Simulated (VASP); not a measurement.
# Al13Si3C3N13 (P1) in VASP: notebook, part 2 of 2

VASP 6.6.1. The steps go on from the part before.

### 3 Single point, PBEsol

This run uses another cell than the first one, of 10.48 Å³/atom.

Contents of INCAR:

```
SYSTEM = Al13Si3C3N13
PREC = Accurate
ENCUT = 700
EDIFF = 1E-6
ISMEAR = -1
SIGMA = 0.05
LREAL = Auto
LASPH = .TRUE.
NELM = 120
ALGO = Normal
ISIF = 2
LWAVE = .FALSE.
LCHARG = .FALSE.
GGA = PS
ISYM = -1
NBANDS = 246
GGA_COMPAT = .FALSE.
```

Contents of KPOINTS:

```
explicit points
1
Reciprocal
  0.25000000   0.25000000   0.25000000 1
```

Contents of POSCAR:

```
Al13Si3C3N13
1.0
    9.3478398020      0.0000000000      0.0000000000
    0.0000000000     10.7741810930      0.0000000000
    0.0000000000      0.0000000000      9.9855149175
Al Si N C
39 9 39 9
Direct
    0.1647180000      0.0854640000      0.2450370000
    0.1700520000      0.0836600000      0.7513270000
    0.0030610000      0.3333080000      0.7422980000
    0.5046000000      0.0830410000      0.2493840000
    0.4933370000      0.0879450000      0.7508890000
    0.3313550000      0.3319130000      0.7452820000
    0.1639340000      0.5823240000      0.2474840000
    0.1670990000      0.5765150000      0.7471560000
    0.9970520000      0.8318000000      0.2533720000
    0.0022210000      0.8319310000      0.7424860000
    0.8315030000      0.0826680000      0.2502970000
    0.8345810000      0.0867110000      0.7503330000
    0.6687860000      0.3314520000      0.2440170000
    0.6616840000      0.3362140000      0.7512840000
    0.5007620000      0.5832820000      0.2485260000
    0.5002110000      0.5858360000      0.7503060000
    0.3348390000      0.8334140000      0.2498960000
    0.8361270000      0.5805250000      0.2507200000
    0.6697970000      0.8328520000      0.2524070000
    0.6673490000      0.8378250000      0.7505850000
    0.0006120000      0.1626280000      0.4990680000
    0.0021750000      0.1683230000      0.9990870000
    0.3336810000      0.1669200000      0.4945490000
    0.1657310000      0.4147780000      0.4916950000
    0.9969300000      0.6625320000      0.5000090000
    0.0032100000      0.6663800000      0.9995800000
    0.6648300000      0.1689530000      0.5040280000
    0.6668990000      0.1693130000      0.9927990000
    0.5023840000      0.4176330000      0.4982660000
    0.4953950000      0.4162940000      0.9932190000
    0.3340720000      0.6680860000      0.4985900000
    0.1690350000      0.9167580000      0.4979380000
    0.8289650000      0.4146780000      0.5027880000
    0.8374240000      0.4180420000      0.9884760000
    0.6697470000      0.6655700000      0.5017460000
    0.6673580000      0.6722570000      0.0009940000
    0.4982170000      0.9198670000      0.5014400000
    0.5003300000      0.9179650000      0.0016510000
    0.8360210000      0.9208910000      0.0008220000
    0.9983650000      0.3315100000      0.2525690000
    0.3332870000      0.3337890000      0.2459160000
    0.3299340000      0.8317120000      0.7500500000
    0.8334840000      0.5831790000      0.7512450000
    0.3324040000      0.1656730000      0.0026360000
    0.1688550000      0.4102110000      0.0003930000
    0.3306730000      0.6603270000      0.0014700000
    0.1643970000      0.9150270000      0.0009770000
    0.8348520000      0.9171930000      0.5023580000
    0.9959610000      0.1721220000      0.1910580000
    0.0049920000      0.1609690000      0.6903570000
    0.3377530000      0.1717170000      0.1878990000
    0.3285280000      0.1632130000      0.6818650000
    0.1677240000      0.4152670000      0.6804410000
    0.9981350000      0.6675760000      0.1886120000
    0.9926450000      0.6629630000      0.6962610000
    0.6675540000      0.1644310000      0.1862270000
    0.4917510000      0.4143270000      0.1906850000
    0.3346900000      0.6690990000      0.1803240000
    0.3317010000      0.6796750000      0.6920220000
    0.1679080000      0.9131210000      0.1798160000
    0.1781300000      0.9107320000      0.6943000000
    0.8425320000      0.4134710000      0.1837940000
    0.6686350000      0.6656200000      0.1900460000
    0.6763700000      0.6703300000      0.6964960000
    0.5007220000      0.9145690000      0.1901120000
    0.4862820000      0.9094930000      0.6987950000
    0.8334100000      0.9163670000      0.1883920000
    0.8345460000      0.9163510000      0.6845650000
    0.1700270000      0.0803880000      0.4336870000
    0.0092300000      0.3357960000      0.9393620000
    0.4993720000      0.0820030000      0.4365830000
    0.4895290000      0.0846550000      0.9483060000
    0.3371290000      0.3320090000      0.4229840000
    0.1697150000      0.5863460000      0.4392980000
    0.0087480000      0.8377780000      0.9398140000
    0.8299000000      0.0721370000      0.4419110000
    0.8363890000      0.0842540000      0.9424540000
    0.6641390000      0.3324850000      0.4308300000
    0.6666240000      0.3379690000      0.9498640000
    0.5007730000      0.5897070000      0.4363960000
    0.4940760000      0.5954310000      0.9468670000
    0.3364400000      0.8339210000      0.4375780000
    0.3251400000      0.8253340000      0.9380250000
    0.8300080000      0.5829230000      0.4377560000
    0.8319190000      0.5916540000      0.9335360000
    0.6719310000      0.8392870000      0.4486250000
    0.6676080000      0.8388210000      0.9399700000
    0.1653260000      0.4065940000      0.1879240000
    0.6641990000      0.1632430000      0.6962700000
    0.4937760000      0.4229340000      0.6893150000
    0.8338540000      0.4265320000      0.6995650000
    0.1764590000      0.0742610000      0.9499610000
    0.9954080000      0.3295260000      0.4318890000
    0.3252380000      0.3233440000      0.9437260000
    0.1751040000      0.5763080000      0.9441320000
    0.9929820000      0.8363960000      0.4482500000
```

Potentials or basis: VASP PAW PBE potentials, release 64 (Al, Si, N, C).

Command:

```console
> cat potpaw_PBE.64/Al/POTCAR potpaw_PBE.64/Si/POTCAR potpaw_PBE.64/N/POTCAR potpaw_PBE.64/C/POTCAR > POTCAR
> mpirun -np 1 vasp_std > vasp.out
```

Wall time 13 min (1 thread of Intel Xeon Platinum 8488C (Sapphire Rapids), shared host); peak memory 1.5 GiB.

It converged, with:

* Free energy: -745.5957 eV
* Pressure: -0.1 GPa
* Largest force: 0.037 eV/Å
* Band gap on the k mesh: 3.21 eV

Forces on the atoms (eV/Å):
```
Al  -0.001 -0.006 -0.009
Al  -0.001 -0.011  0.003
Al   0.007 -0.011  0.003
Al  -0.004 -0.003 -0.003
Al  -0.011 -0.009  0.008
Al  -0.006 -0.008 -0.001
Al   0.004  0.011 -0.001
Al   0.000  0.008 -0.008
Al   0.004  0.010 -0.010
Al   0.001  0.008  0.001
Al   0.002 -0.008  0.000
Al   0.014 -0.011  0.008
Al  -0.002  0.004 -0.013
Al   0.001 -0.002  0.012
Al  -0.006  0.002 -0.009
Al   0.004  0.028  0.007
Al  -0.008  0.001 -0.003
Al  -0.003  0.002 -0.010
Al  -0.003  0.006  0.003
Al  -0.003  0.007  0.002
Al   0.000 -0.011  0.002
Al  -0.001  0.003 -0.001
Al   0.003  0.003 -0.001
Al   0.010  0.007  0.006
Al   0.000 -0.009  0.008
Al  -0.006  0.009 -0.002
Al  -0.003  0.001 -0.012
Al  -0.002 -0.008  0.001
Al  -0.005  0.002 -0.005
Al   0.007  0.014 -0.002
Al  -0.002  0.001  0.008
Al   0.008 -0.004  0.009
Al  -0.006  0.007 -0.006
Al   0.005  0.006 -0.002
Al  -0.004  0.005  0.008
Al   0.001 -0.002 -0.005
Al  -0.002 -0.009  0.003
Al   0.001 -0.010 -0.001
Al   0.000 -0.013 -0.002
Si  -0.006  0.001 -0.011
Si   0.002 -0.007 -0.015
Si   0.004  0.000  0.002
Si  -0.002  0.012 -0.001
Si   0.007 -0.001  0.006
Si  -0.001  0.005  0.003
Si  -0.001  0.009  0.006
Si   0.000 -0.006 -0.003
Si  -0.012 -0.003 -0.005
N   -0.003 -0.011 -0.004
N   -0.008  0.008 -0.003
N    0.004 -0.017  0.006
N    0.013  0.014  0.004
N    0.006 -0.007  0.003
N    0.007 -0.003  0.000
N    0.013  0.000 -0.005
N   -0.004  0.004 -0.004
N    0.018  0.008 -0.001
N   -0.003 -0.006  0.021
N    0.005 -0.037 -0.004
N    0.000  0.000  0.027
N   -0.026  0.020 -0.008
N   -0.010  0.003 -0.004
N   -0.001 -0.007  0.005
N   -0.014  0.000 -0.008
N    0.000  0.008  0.003
N    0.026  0.019 -0.010
N    0.004  0.005  0.003
N   -0.008  0.011  0.019
N   -0.007  0.008  0.009
N   -0.006 -0.008 -0.010
N    0.007  0.014  0.005
N    0.017 -0.001 -0.015
N    0.000  0.006  0.036
N   -0.005 -0.010  0.000
N   -0.018 -0.014 -0.012
N   -0.002  0.029  0.001
N   -0.002  0.007 -0.007
N    0.003  0.002  0.014
N   -0.001 -0.001 -0.017
N    0.001 -0.009  0.005
N    0.022 -0.016 -0.017
N   -0.005 -0.002  0.012
N    0.011  0.003  0.006
N    0.005 -0.010  0.005
N    0.004 -0.004  0.012
N   -0.015 -0.012 -0.002
N    0.003 -0.005 -0.002
C   -0.001  0.009  0.000
C    0.002  0.010  0.002
C   -0.003 -0.018  0.001
C   -0.005 -0.028 -0.005
C   -0.008  0.007 -0.012
C    0.000 -0.003  0.020
C   -0.006  0.014 -0.019
C   -0.017  0.005 -0.016
C    0.023 -0.005  0.000
```

Stress tensor (GPa, compression positive):
```
-0.07  0.13 -0.11
 0.13 -0.08 -0.14
-0.11 -0.14 -0.10
```

Levels at points of the mesh, in eV from the valence-band top:
```csv
k point,band 189,band 190,band 191,band 192,band 193,band 194,band 195,band 196
"(0.25, 0.25, 0.25)",-0.58,-0.53,-0.25,0.00,3.21,3.24,3.37,3.44
```

Caveat: the PAW data sets were made with another functional, which shifts forces and pressure a little; a shifted mesh leaves out Γ, where band edges can lie.
